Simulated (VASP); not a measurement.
Runs of VASP 6.6.1 on Ag2O. The structure is that of space group Pn-3m (No. 224), or close to it. The cells are those of the table. 

| cell | gap on the mesh (eV) | pressure (GPa) |
| --- | --- | --- |
| a = 4.611 Å, 6 atoms | (b) | 12.3 |
| a = 4.663 Å, 6 atoms | - | (a) |
| a = 4.714 Å, 6 atoms | - | 4.9 |
| a = 4.860 Å, 6 atoms | none | -2.0 |
| a = 4.906 Å, 6 atoms | none | -3.6 |

Alike in all rows: task single point; level PBE; potentials or basis VASP PAW PBE potentials, release 64 (Ag, O); no spin polarisation; k mesh 8 × 8 × 8; cutoff (eV) 600; smearing gaussian 0.1 eV.

Question: Fill in the values left out.

Answer: (a) 8.3; (b) 0.16.

Caveats: the cell stands under pressure (at least some runs); the cell stands under tension (at least some runs).

A k mesh can miss the band edges, and the runs leave out spin-orbit coupling on Ag.

A gap of «none» marks levels without a gap at the run's occupations.
